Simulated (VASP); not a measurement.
Set up this calculation in VASP 6.6.1, as the native input.

```
Task                   : single point
Functional             : PBE
Potentials or basis    : VASP PAW PBE potentials, release 64 (Ti_sv, Sn_d)
Cutoff                 : 520 eV
k mesh                 : 18 × 18 × 18
Occupations            : gaussian, width 0.1 eV
Spin                   : no spin polarisation
Dipole correction      : no
Further INCAR settings : ALGO = Normal; EDIFF = 1e-06; NBANDS = 20
```

The structure of TiSn lies in POSCAR:

```
TiSn
1.0
    0.0000000000      2.8006375939      2.8006375939
    2.8006375939      0.0000000000      2.8006375939
    2.8006375939      2.8006375939      0.0000000000
Ti Sn
1 1
Direct
    0.5000000000      0.5000000000      0.5000000000
    0.0000000000      0.0000000000      0.0000000000
```

The input as run:

INCAR

```
  PREC = Accurate
  ENCUT = 520
  EDIFF = 1E-6
  ISMEAR = 0
  SIGMA = 0.1
  LREAL = F
  LASPH = T
  NELM = 100
  ALGO = Normal
  ISIF = 2
  LWAVE = F
  LCHARG = F
  GGA = PE
  NBANDS = 20
```

KPOINTS

```
regular mesh
0
Gamma
  18 18 18
```

Potentials or basis: VASP PAW PBE potentials, release 64 (Ti_sv, Sn_d).

Run with:

```console
$ cat potpaw_PBE.64/Ti_sv/POTCAR potpaw_PBE.64/Sn_d/POTCAR > POTCAR
$ mpirun -np 1 vasp_std > vasp.out
```

Results of the run:

The pressure is 0.0 GPa. The band gap on the k mesh is zero (band 13 reaches 8.37 eV, above the bottom of band 14 at 8.03 eV).

Caveat: spin-orbit coupling is left out, which moves the levels of the heavy elements.

It took 2.6 min on 1 thread of Intel(R) Xeon(R) Platinum 8488C (Sapphire Rapids), with other jobs on the host, peak memory 0.31 GiB.
